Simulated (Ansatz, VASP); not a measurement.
**Two plane-wave programs on Ca2MgAs2**

```
Ca Mg As
1.0
     4.14293    0.00000    0.00000
     0.00000    4.14293    0.00000
     0.00000    0.00000    7.63083
Ca Mg As
2 1 2
Direct
  0.00000 0.00000 0.86070
  0.00000 0.00000 0.13930
  0.00000 0.00000 0.50000
  0.50000 0.50000 0.23131
  0.50000 0.50000 0.76869
```

Alike in both runs: task relaxation of cell and atoms; functional PBE; k mesh 4 × 4 × 2; occupations gaussian, width 0.1 eV; no spin polarisation.

```csv
,VASP,Ansatz
version,VASP 6.6.1,Ansatz 0.2.0
potentials or method,"VASP PAW PBE potentials, release 64 (Ca_sv, Mg, As), cutoff 600 eV","scalar-relativistic, plane waves, PAW"
valence electrons in the cell,32,60
```

|  | VASP | Ansatz | Ansatz less VASP |
| --- | --- | --- | --- |
| gap on the k mesh at the Fermi level, each at its own relaxed structure (eV) | none | none | - |
| relaxed volume (Å³/atom) | 25.37 | 25.46 | +0.089 |
| relaxed cell length with the largest relative difference (Å) | 3.379 | 3.390 | +0.0106 |

A gap of «none» marks a metal or a gap that the smearing closes. VASP's potentials hold 32 valence electrons a cell and Ansatz's 60, so a difference there can come from the potentials and not from the codes.

The k mesh is coarse, so the values compare programs but aren't converged.
